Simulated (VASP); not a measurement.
# Ga: single point with LDA

The system is Ga.

```
Ga
1.0
     1.49350   -4.18695    0.00000
     1.49350    4.18695    0.00000
     0.00000    0.00000    3.17000
Ga
2
Direct
  0.86700 0.13300 0.25000
  0.13300 0.86700 0.75000
```

This cell differs from its parent crystal: equal xx and yy strain of +3 %.

- Program: VASP 6.6.1
- Task: single point
- Functional: LDA
- Potentials or basis: VASP PAW LDA potentials, release 64 (Ga_d)
- Cutoff: 520 eV
- k mesh: 12 × 12 × 10
- Occupations: fermi-dirac, width 0.08 eV
- Spin: no spin polarisation
- Dipole correction: no
- Further INCAR settings: ALGO = Normal; EDIFF = 1e-06; NBANDS = 20

```yaml
Pressure: -5.9 GPa
Largest_force: 0.158 eV/Å
Band_gap_on_the_k_mesh: zero (bands 13 and 14 overlap by 9.08 eV)
```

Forces in eV/Å, atoms in the order of the input:
```
Ga   0.000  0.158  0.000
Ga   0.000 -0.158  0.000
```

Stress tensor (GPa, compression positive):
```
-7.46  0.00  0.00
 0.00 -5.19  0.00
 0.00  0.00 -4.98
```

Levels at points of the mesh, in eV from the Fermi level:
```csv
k point,band 11,band 12,band 13,band 14,band 15,band 16
"(0.00, 0.00, 0.00)",-10.78,-2.20,-1.93,3.32,7.02,7.09
"(0.50, 0.00, 0.00)",-6.70,-5.23,-1.71,-0.66,5.98,6.74
"(0.50, 0.50, 0.00)",-8.89,-8.29,5.22,5.39,6.06,6.91
"(0.00, 0.00, 0.50)",-6.99,-6.99,1.83,1.83,2.25,2.25
"(0.50, 0.00, 0.50)",-3.07,-3.07,-1.43,-1.43,1.80,1.80
"(0.50, 0.50, 0.50)",-5.39,-5.39,-3.87,-3.87,8.91,8.91
```

It took 97 s on 1 thread of Intel(R) Xeon(R) Platinum 8488C (Sapphire Rapids) (shared host), peak memory 0.27 GiB.

Caveat: the cell differs from its parent crystal (equal xx and yy strain of +3 %); the cell stands under tension.
